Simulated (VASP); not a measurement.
# Al32ClO48 (a cell with a defect) (Cl interstitial hop between voids) in VASP: notebook, part 2 of 3

VASP 6.6.1. Earlier steps stand in the parts before.

### Step 3. Single point, PBE

Contents of INCAR:

```
SYSTEM = Al32ClO48
PREC = Accurate
ENCUT = 520
EDIFF = 1E-6
ISMEAR = -1
SIGMA = 0.01
LREAL = Auto
LASPH = .True.
NELM = 60
ALGO = Normal
ISIF = 2
LWAVE = .False.
LCHARG = .True.
GGA = PE
LELF = .True.
LVHAR = .True.
NELECT = 392.0
NBANDS = 242
```

Contents of KPOINTS:

```
regular mesh
0
Gamma
  1 1 1
  0 0 0
```

Contents of POSCAR:

```
Al32ClO48
1.0
    4.8078835200      2.7758328500      8.7484141900
   -4.8078835200      2.7758328500      8.7484141900
    0.0000000000     -5.5516656900      8.7484141900
Al O Cl
32 48 1
Direct
    0.3216223468      0.3196898956      0.3631190533
    0.4294710062      0.4344226652      0.4304026152
    0.0693727226      0.0754011548      0.0754391759
    0.1783791938      0.1780863414      0.1677063776
    0.3208038639      0.3203797688      0.8139068241
    0.4267284969      0.4345040596      0.9050315531
    0.0754939752      0.0746613843      0.5724114810
    0.1679983591      0.1729953603      0.6884273624
    0.3251111430      0.8316623083      0.3222001911
    0.4300656018      0.9273368003      0.4351413275
    0.0736687524      0.5841349460      0.0679592641
    0.1721899191      0.6817825475      0.1766302008
    0.3199740378      0.8211392574      0.8281804106
    0.4248581313      0.9268869326      0.9251919406
    0.0702078760      0.5746905636      0.5769800367
    0.1784102703      0.6793895453      0.6724567211
    0.8276003596      0.3269218406      0.3189418723
    0.9305186054      0.4291387383      0.4202923320
    0.5840558363      0.0716538636      0.0433641971
    0.6725608199      0.1659073226      0.1996713195
    0.8212855095      0.3249411221      0.8169448218
    0.9186047190      0.4263515290      0.9259564646
    0.5670613517      0.0710474633      0.5684420833
    0.6768715160      0.1776387476      0.6661032683
    0.8234882135      0.8251633789      0.3250464544
    0.9311896596      0.9263607156      0.4273894511
    0.5705685512      0.5757571128      0.0752873927
    0.6767202039      0.6800039773      0.1716201233
    0.8262045404      0.8224440499      0.8181589398
    0.9234547170      0.9319133246      0.9214804789
    0.5793188054      0.5755841059      0.5638227542
    0.6757483861      0.6747088434      0.6742110835
    0.2251608060      0.0332855253      0.3712589935
    0.4907941468      0.0856458124      0.3886206582
    0.0332543808      0.3781610311      0.2153660689
    0.3800281795      0.2027996762     -0.0054061779
    0.1233687795      0.2805181773      0.4775317590
    0.2582625304      0.5213968170      0.1025016743
    0.2194218569      0.0280176775      0.8793027283
    0.4778610889      0.1201063735      0.7670904487
    0.0200607453      0.3765074006      0.7256234636
    0.3534278943      0.2417276009      0.5572718797
    0.1175612042      0.2803459299      0.9670394426
    0.2715965452      0.4825983292      0.6231331462
    0.2187639513      0.5339300724      0.3767494143
    0.4718631653      0.6307842367      0.2779808739
    0.0284899569      0.8756637670      0.2214453602
    0.3743141750      0.7257301344      0.0280568282
    0.1270529379      0.7816694624      0.4702576913
    0.2753590358      0.9693215634      0.1266634798
    0.2200532781      0.5304033509      0.8713570725
    0.4717580775      0.6286352141      0.7704665745
    0.0305283746      0.8752514181      0.7166869415
    0.3772413791      0.7276329792      0.5229638636
    0.1126794710      0.7986274534      0.9651863056
    0.2690046550      0.9692529006      0.6348885535
    0.7456180826      0.0219639039      0.3758530159
    0.9759499310      0.1279982319      0.2750155828
    0.5277833809      0.3757645150      0.2326995181
    0.8651290224      0.2215512429      0.0326425956
    0.6295950256      0.2789619470      0.4659065288
    0.7773766200      0.4740997220      0.1224007675
    0.7312310075      0.0201886152      0.8611570905
    0.9720095534      0.1261660585      0.7760022269
    0.5220746565      0.3851374788      0.6996713174
    0.8776163508      0.2245071424      0.5237160808
    0.6422390349      0.2776413917      0.9104687833
    0.7818753070      0.4765330511      0.6155961922
    0.7253967677      0.5298175703      0.3670160105
    0.9638986447      0.6321096166      0.2782266165
    0.5304290709      0.8815409465      0.2160547527
    0.8741812734      0.7254486768      0.0247367855
    0.6309243450      0.7710797787      0.4705124999
    0.7660832449      0.9819435076      0.1256019583
    0.7138596236      0.5266254704      0.8779637583
    0.9683612128      0.6243015048      0.7780707146
    0.5263866713      0.8723035374      0.7213152686
    0.8755681162      0.7193831760      0.5307421873
    0.6247090447      0.7784197153      0.9703501986
    0.7819876951      0.9705007895      0.6224351929
    0.4044436187      0.2481035167      0.1686756421
```

Potentials or basis: VASP PAW PBE potentials, release 64 (Al, O, Cl).

On the command line:

```
cat potpaw_PBE.64/Al/POTCAR potpaw_PBE.64/O/POTCAR potpaw_PBE.64/Cl/POTCAR > POTCAR
mpirun -np 1 vasp_gam > vasp.out
```

OUTCAR:

```text
SYSTEM = Al32ClO48
   PREC = Accurate
   ENCUT = 520
   EDIFF = 1E-6
   ISMEAR = -1
   LREAL = Auto
   LASPH = .True.
   NELM = 60
   ISIF = 2
   GGA = PE
   NELECT = 392.0

 ion  position               nearest neighbor table
   1  0.322  0.320  0.363-  42 1.85  37 1.85  45 1.89  59 1.99  34 2.00  81 2.09  38 2.47   2 2.55
                             8 2.65  20 2.84  12 2.96  23 3.18  10 3.26  18 3.29  15 3.31
   2  0.429  0.434  0.430-  46 1.84  44 1.84  61 1.85  59 1.98  42 1.99  45 2.07   1 2.55  27 2.83
                            15 2.86  23 2.89   5 3.09  17 3.22   9 3.23
   3  0.069  0.075  0.075-  47 1.86  39 1.86  60 1.90  43 1.97  58 1.98  50 2.00   4 2.66  26 2.81
                            22 2.82  14 2.85   8 3.17  12 3.21  20 3.22
   4  0.178  0.178  0.168-  36 1.86  35 1.89  33 1.91  58 1.96  50 1.99  43 2.02   3 2.66   9 2.79
                            17 2.82   5 2.82  81 2.83  19 3.27   7 3.31  11 3.33
   5  0.321  0.320  0.814-  36 1.80  44 1.84  43 1.89  40 1.90  65 2.02  51 2.09   6 2.72   4 2.82
                            24 2.84  16 2.86   2 3.09  14 3.19  22 3.26
   6  0.427  0.435  0.905-  52 1.83  67 1.88  51 1.93  65 2.01  38 2.07  81 2.24  36 2.27   5 2.72
                            31 2.74  11 2.85  19 2.90  13 3.20  21 3.24
   7  0.075  0.075  0.572-  53 1.87  33 1.87  66 1.88  56 1.95  64 1.98  37 2.01   8 2.69  30 2.80
                            10 2.83  18 2.84  16 3.23  24 3.28   4 3.31
   8  0.168  0.173  0.688-  39 1.83  41 1.88  42 1.88  64 1.92  56 2.00  37 2.01   1 2.65   7 2.69
                            21 2.77  13 2.81   3 3.17  23 3.23  15 3.28
   9  0.325  0.832  0.322-  50 1.86  46 1.88  49 1.89  33 1.96  54 1.96  71 1.99  10 2.74   4 2.79
                            16 2.81  28 2.82  26 3.23   2 3.23  14 3.27
  10  0.430  0.927  0.435-  34 1.80  73 1.86  56 1.88  54 2.00  33 2.07  71 2.11   9 2.74  31 2.80
[... 11 lines left out ...]
  16  0.178  0.679  0.672-  53 1.84  51 1.86  54 1.88  44 1.93  49 1.97  76 2.06  15 2.70   9 2.81
                            29 2.81   5 2.86   7 3.23  11 3.24  31 3.26
  17  0.828  0.327  0.319-  58 1.87  62 1.87  61 1.88  69 1.96  66 1.99  35 2.00  18 2.68  24 2.79
                             4 2.82  28 2.83   2 3.22  22 3.24  26 3.26
  18  0.931  0.429  0.420-  68 1.85  70 1.85  37 1.88  35 2.00  66 2.00  69 2.02  17 2.68  31 2.81
                            11 2.82   7 2.84  21 3.22  25 3.24   1 3.29
  19  0.584  0.072  0.043-  63 1.77  71 1.87  36 1.93  67 2.00  74 2.02  81 2.14  30 2.70   6 2.90
                            20 2.99  24 3.07  10 3.11  28 3.17   4 3.27  29 3.35
  20  0.673  0.166  0.200-  57 1.82  60 1.88  59 1.91  34 1.95  74 1.97  81 2.56  25 2.72   1 2.84
                            19 2.99  23 2.99  21 3.05   3 3.22  27 3.32
  21  0.821  0.325  0.817-  67 1.75  64 1.85  68 1.87  41 1.97  75 2.01  60 2.06  22 2.69   8 2.77
                            32 2.79  20 3.05  30 3.20  18 3.22   6 3.24
  22  0.919  0.426  0.926-  43 1.85  62 1.86  76 1.88  41 1.95  75 1.98  60 2.00  21 2.69  27 2.79
                            15 2.80   3 2.82  17 3.24  29 3.25   5 3.26
  23  0.567  0.071  0.568-  77 1.85  57 1.88  42 1.91  40 1.96  61 2.09  80 2.11  34 2.31  24 2.75
                            14 2.84   2 2.89  26 2.90  20 2.99   1 3.18  32 3.22   8 3.23
  24  0.677  0.178  0.666-  63 1.89  66 1.89  65 1.90  61 1.93  80 1.97  40 1.98  23 2.75  17 2.79
                             5 2.84  29 2.85  19 3.07  31 3.26   7 3.28
  25  0.823  0.825  0.325-  70 1.83  73 1.86  74 1.93  57 1.99  47 1.99  78 2.00  20 2.72  26 2.72
                            12 2.79  32 2.80  10 3.19  18 3.24  30 3.30
  26  0.931  0.926  0.427-  57 1.83  49 1.83  80 1.84  58 1.89  47 2.02  78 2.04  25 2.72  15 2.81
                             3 2.81  23 2.90  29 3.18   9 3.23  17 3.26
  27  0.571  0.576  0.075-  48 1.86  75 1.87  59 1.88  79 1.99  62 1.99  46 2.01  28 2.68  22 2.79
                            14 2.81   2 2.83  12 3.25  32 3.28  20 3.32
  28  0.677  0.680  0.172-  69 1.86  72 1.86  71 1.89  46 1.98  79 1.98  62 2.00  27 2.68   9 2.82
                            29 2.82  17 2.83  19 3.17  31 3.20  11 3.25
  29  0.826  0.822  0.818-  76 1.84  80 1.84  79 1.89  63 1.90  53 2.00  72 2.01  30 2.71  16 2.81
                            28 2.82  24 2.85  26 3.18  22 3.25  14 3.27  19 3.35
  30  0.923  0.932  0.921-  55 1.78  64 1.85  74 1.94  63 1.97  72 2.00  53 2.02  19 2.70  29 2.71
                            11 2.79   7 2.80  21 3.20  13 3.24  25 3.30
  31  0.579  0.576  0.564-  69 1.86  65 1.86  54 1.88  73 1.93  68 1.99  52 2.01  32 2.68   6 2.74
                            10 2.80  18 2.81  28 3.20  24 3.26  16 3.26
  32  0.676  0.675  0.674-  77 1.87  78 1.87  75 1.88  73 1.96  68 1.97  52 1.97  31 2.68  21 2.79
[... 33 lines left out ...]
  65  0.522  0.385  0.700-  31 1.86  24 1.90   6 2.01   5 2.02
  66  0.878  0.225  0.524-   7 1.88  24 1.89  17 1.99  18 2.00
  67  0.642  0.278  0.910-  21 1.75   6 1.88  19 2.00
  68  0.782  0.477  0.616-  18 1.85  21 1.87  32 1.97  31 1.99
[... 291 lines left out ...]
   ISIF   =      2    stress and relaxation
   ISYM   =      2    0-nonsym 1-usesym 2-fastsym
   POTIM  = 0.5000    time-step for ionic-motion
   TEBEG  =    0.0;   TEEND  =   0.0 temperature during run
   PSTRESS=    0.0 pullay stress
   NELECT =     392.0000    total number of electrons
   NUPDOWN=      -1.0000    fix difference up-down
   EMIN   =  10.00;   EMAX   =-10.00  energy-range for DOS
   EFERMI =   0.00;   METHOD = LEGACY
   ISMEAR =    -1;   SIGMA  =   0.01  broadening in eV -4-tet -1-fermi 0-gaus
   EFERMI_NEDOS =   21; number of points for ismear=-14 and -15
   IALGO  =     38    algorithm
   IMIX   =      4    mixing-type and parameters
     AMIX     =   0.40;   BMIX     =  1.00
     AMIX_MAG =   1.60;   BMIX_MAG =  1.00
  volume/ion in A,a.u.               =       8.65        58.36
  Fermi-wavevector in a.u.,A,eV,Ry     =   1.349049  2.549332 24.761677  1.819932
  Thomas-Fermi vector in A             =   2.476667
   LORBIT       =      0    0 simple, 1 ext, 2 COOP (PROOUT), +10 PAW based schemes
   GGA     = PE    functional components
   LHFCALC =     F    Hartree Fock is set to
   AEXX    =    0.0000 exact exchange contribution
   IVDW    =     0    specifies the selected vdW correction
   LEPSILON=     F    determine dielectric tensor
   LRPA    =     F    only Hartree local field effects (RPA)
 non-spin polarized calculation
  energy-cutoff  :      520.00
  volume of cell :      700.53
 maximum number of plane-waves:      9404
 NGX is ok and might be reduce to    80
   NGX = 39   NGY = 39   NGZ = 39

 number of electron     392.0000001 magnetization

 Free energy of the ion-electron system (eV)
  ---------------------------------------------------
  ext. energy  EPLUGINS =         0.00000000
  ---------------------------------------------------
  free energy    TOTEN  =      -580.18946453 eV

  energy without entropy =     -580.18946453  energy(sigma->0) =     -580.18946453

 E-fermi :   8.3159     XC(G=0): -11.6627

 val. band max:        8.0289052189   @ k =   0.0000   0.0000   0.0000
 cond. band min:      11.9214547614   @ k =   0.0000   0.0000   0.0000
 fundamental gap:      3.8925495424
 Fermi energy:         8.3159005157

 k-point     1 :       0.0000    0.0000    0.0000
  band No.  band energies     occupation
      1     -13.0902      2.00000
      2     -12.2486      2.00000
      3     -12.1543      2.00000
      4     -12.0870      2.00000
      5     -12.0571      2.00000
      6     -12.0039      2.00000
[... 200 lines left out ...]
    207      15.1942      0.00000
    208      15.2089      0.00000
 [bands above 208 left out]

------------------------ aborting loop because EDIFF is reached ----------------------------------------

  FORCE on cell =-STRESS in cart. coord.  units (eV):
  Direction    XX          YY          ZZ          XY          YZ          ZX
  --------------------------------------------------------------------------------------
  -------------------------------------------------------------------------------------
  Total       47.5864711     45.3825384     40.6233219     -2.7862190    -11.9520515     -2.2164991
  in kB      108.8344150    103.7938285     92.9090848     -6.3723263    -27.3353855     -5.0693269
  external PRESSURE =     101.8457761 kB  Pullay stress =       0.0000000 kB

 VOLUME and BASIS-vectors are now :
 -----------------------------------------------------------------------------
  energy-cutoff  :      520.00
  volume of cell :      700.53
      direct lattice vectors                 reciprocal lattice vectors
     4.807883520  2.775832850  8.748414190     0.103995864  0.060042040  0.038102144
    -4.807883520  2.775832850  8.748414190    -0.103995864  0.060042040  0.038102144
     0.000000000 -5.551665690  8.748414190     0.000000000 -0.120084080  0.038102144

 POSITION                                       TOTAL-FORCE (eV/Angst)
 -----------------------------------------------------------------------------------
      0.00929     -0.23574      8.78718         0.040189     -0.005595      0.093279
     -0.02381      0.00857     11.32304        -0.009039      0.016946      0.007680
     -0.02898     -0.01694      1.92652        -0.008702      0.019072     -0.012427
      0.00141      0.05844      4.58567         0.033560      0.021225     -0.029403
      0.00204     -2.73872     12.72973         0.035823      0.058211      0.016327
     -0.03738     -2.63379     15.45201        -0.085310     -0.176371      0.237379
[... 73 lines left out ...]
     -0.90635      1.40906     20.77682         0.016844      0.025074      0.004673
      0.75166      0.87493      7.18440        -0.276945     -0.883162     -0.775934
 -----------------------------------------------------------------------------------
    total drift:                               -0.002291     -0.005312     -0.004916

  FREE ENERGIE OF THE ION-ELECTRON SYSTEM (eV)
  ---------------------------------------------------
  free  energy   TOTEN  =      -580.1894645324 eV

  energy  without entropy=     -580.1894645324  energy(sigma->0) =     -580.18946453
```

Run time: 6.4 min. Hardware: 1 thread of Intel Xeon Platinum 8488C (Sapphire Rapids), shared host; peak memory 0.95 GiB.

What came out:

- Free energy: -580.1895 eV
- Largest force: 1.208 eV/Å

Forces on the atoms (eV/Å):
```
Al   0.040 -0.006  0.093
Al  -0.009  0.017  0.008
Al  -0.009  0.019 -0.012
Al   0.034  0.021 -0.029
Al   0.036  0.058  0.016
Al  -0.085 -0.176  0.237
Al  -0.005  0.007 -0.020
Al  -0.045 -0.007  0.003
Al   0.010 -0.004 -0.027
Al   0.034  0.003  0.023
Al  -0.010  0.032  0.026
Al   0.013  0.068  0.075
Al  -0.013  0.020  0.002
Al  -0.011  0.045  0.017
Al  -0.007  0.017  0.019
Al   0.011 -0.016  0.021
Al   0.013  0.025  0.001
Al   0.011 -0.017  0.017
Al  -0.037 -0.043 -0.036
Al  -0.052  0.052 -0.142
Al  -0.016 -0.024  0.091
Al   0.005  0.015  0.040
Al   0.002  0.066 -0.164
Al   0.019  0.031 -0.137
Al   0.017  0.017  0.019
Al   0.002  0.032  0.007
Al   0.000  0.032 -0.022
Al   0.014 -0.004  0.007
Al  -0.018  0.021  0.022
Al  -0.047  0.023  0.011
Al   0.025 -0.048 -0.002
Al   0.000  0.011  0.002
O    0.026 -0.056 -0.050
O    0.114 -0.067  0.205
O    0.031  0.048  0.044
O    0.196  0.025 -0.245
O   -0.022 -0.004  0.032
O    0.077  0.368  0.082
O   -0.013  0.019 -0.001
O    0.031  0.092 -0.083
O   -0.017  0.025  0.019
O   -0.055 -0.008  0.036
O    0.000  0.024  0.001
O    0.021  0.031  0.036
O    0.001  0.032  0.009
O    0.029  0.009 -0.036
O    0.015  0.019  0.004
O   -0.017  0.049  0.049
O    0.022 -0.005 -0.008
O    0.022 -0.031 -0.045
O    0.037 -0.014  0.006
O   -0.026  0.032  0.012
O    0.001 -0.005  0.001
O    0.036 -0.017  0.002
O   -0.060  0.031  0.016
O   -0.024  0.019 -0.004
O    0.022  0.108  0.022
O    0.005  0.021  0.027
O   -0.010  0.088 -0.234
O    0.006  0.019  0.009
O   -0.031  0.071 -0.042
O   -0.005  0.002 -0.007
O   -0.070  0.100  0.092
O   -0.072 -0.005 -0.023
O    0.138 -0.085  0.127
O   -0.001  0.011 -0.018
O   -0.237 -0.470  0.491
O    0.023 -0.061 -0.022
O    0.014  0.002  0.010
O    0.095  0.049  0.016
O    0.035 -0.032 -0.012
O   -0.018  0.013  0.020
O    0.052  0.026 -0.011
O   -0.036 -0.022 -0.011
O   -0.015  0.048  0.050
O    0.008  0.012  0.030
O    0.009  0.015 -0.022
O    0.014  0.011 -0.011
O   -0.012  0.037  0.041
O    0.017  0.025  0.005
Cl  -0.277 -0.883 -0.776
```

Caveat: the k points lie up to 0.79 Å⁻¹ apart; the cell carries a net charge on a neutralising background, which shifts energy and pressure; the cell is charged against a uniform background, so pressure and absolute levels hang on convention.

(Part 2 of 3 ends here.)
